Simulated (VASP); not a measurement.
Here is a VASP 6.6.1 calculation.

Contents of INCAR:

```
SYSTEM = KF
PREC     = Accurate       ! precision mode
ENCUT    = 520            ! plane-wave cutoff, eV
EDIFF    = 1E-6           ! SCF threshold, eV
ISMEAR   = 0              ! smearing method
SIGMA    = 0.05           ! smearing width, eV
LREAL    = .FALSE.        ! projectors in reciprocal space
LASPH    = .TRUE.         ! aspherical terms in the spheres
NELM     = 100            ! most SCF steps
ALGO     = Normal         ! electronic algorithm
ISIF     = 2              ! what is computed and relaxed
LWAVE    = .FALSE.        ! write WAVECAR
LCHARG   = .FALSE.        ! write CHGCAR
NBANDS   = 15             ! bands
```

The input KPOINTS:

```
regular mesh
0
G
  8 8 8
  0 0 0
```

POSCAR

```
KF
1.0
   -0.0267585291      2.4976310131      2.4976310131
    2.4976310131     -0.0267585291      2.4976310131
    2.4976310131      2.4976310131     -0.0267585291
K F
1 1
Direct
    0.0000000000      0.0000000000      0.0000000000
    0.5000000000      0.5000000000      0.5000000000
```

Potentials or basis: VASP PAW LDA potentials, release 64 (K_sv, F).

Run with:

```console
$ cat potpaw_LDA.64/K_sv/POTCAR potpaw_LDA.64/F/POTCAR > POTCAR
$ mpirun -np 1 vasp_std > vasp.out
```

Predict the pressure.

4.9 GPa.

Predict the band gap on the k mesh.

6.83 eV, indirect (least direct gap 6.84 eV).

Stress tensor (GPa, compression positive):
```
4.86 0.10 0.10
0.10 4.86 0.10
0.10 0.10 4.86
```

A k mesh can miss the band edges. A hybrid or GW would open this gap; LDA tends to underestimate it.
